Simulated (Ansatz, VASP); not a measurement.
# Bi2Te3 in VASP and in Ansatz

File INCAR:

```
PREC = Accurate ; ENCUT = 520
EDIFF = 1E-6 ; ISMEAR = 0
SIGMA = 0.05 ; LREAL = F
LASPH = T ; NELM = 100
ALGO = Normal ; ISIF = 2
LWAVE = F ; LCHARG = F
GGA = PE ; IVDW = 13
NBANDS = 32
```

File KPOINTS:

```
regular mesh
0
Gamma
  6 6 6
```

File POSCAR:

```
Bi2Te3
1.0
    2.1993897147      1.2698182438     10.1067013255
   -2.1993897147      1.2698182438     10.1067013255
    0.0000000000     -2.5396364877     10.1067013255
Bi Te
2 3
Direct
    0.4001327940      0.4001327940      0.4001327940
    0.5998672060      0.5998672060      0.5998672060
    0.0000000000      0.0000000000      0.0000000000
    0.2094496896      0.2094496896      0.2094496896
    0.7905503104      0.7905503104      0.7905503104
```

Input for Ansatz:

```yaml
crystal:
  lattice:
    - [2.199389714717, 1.269818243828, 10.10670132554]
    - [-2.199389714717, 1.269818243828, 10.10670132554]
    - [2.003006402121e-33, -2.539636487706, 10.10670132553]
  atoms:
    - { symbol: Bi, position: [0.4001327939571, 0.4001327939571, 0.4001327939571] }
    - { symbol: Bi, position: [0.5998672060429, 0.5998672060429, 0.5998672060429] }
    - { symbol: Te, position: [5.682793198279e-21, 5.682793198279e-21, 5.682793198167e-21] }
    - { symbol: Te, position: [0.209449689596, 0.209449689596, 0.209449689596] }
    - { symbol: Te, position: [0.790550310404, 0.790550310404, 0.790550310404] }
basis:
  ecutwfc: 420
  ecutrho_ratio: 4
kpoints:
  mp_grid: { grid: [6, 6, 6] }
hamiltonian:
  xc: pbe
  dispersion: d4
scf:
  occupations: { method: gaussian, width: 0.05 }
  algorithm: density_mixing
output:
  forces: true
  stress: true
```

Alike in both runs: task single point; functional PBE; dispersion D4; k mesh 6 × 6 × 6; occupations gaussian, width 0.05 eV; no spin polarisation.

|  | VASP | Ansatz |
| --- | --- | --- |
| version | VASP 6.6.1 | Ansatz 0.2.0 |
| potentials or method | VASP PAW PBE potentials, release 64 (Bi_d, Te), cutoff 520 eV | scalar-relativistic, plane waves, PAW |
| valence electrons in the cell | 48 | 78 |

```csv
,VASP,Ansatz,Ansatz less VASP
pressure (GPa),-0.3,-0.3,+0.01
"traceless stress, the component that is largest in VASP (GPa)",0.05,0.05,-0.004
rms of the force components (eV/Å),0.005,0.005,0.0000
```

Atom by atom the forces differ by 0.005 eV/Å (rms over components). VASP's potentials hold 48 valence electrons a cell and Ansatz's 78, so a difference there can come from the potentials and not from the codes.

Neither program's run includes spin-orbit coupling.
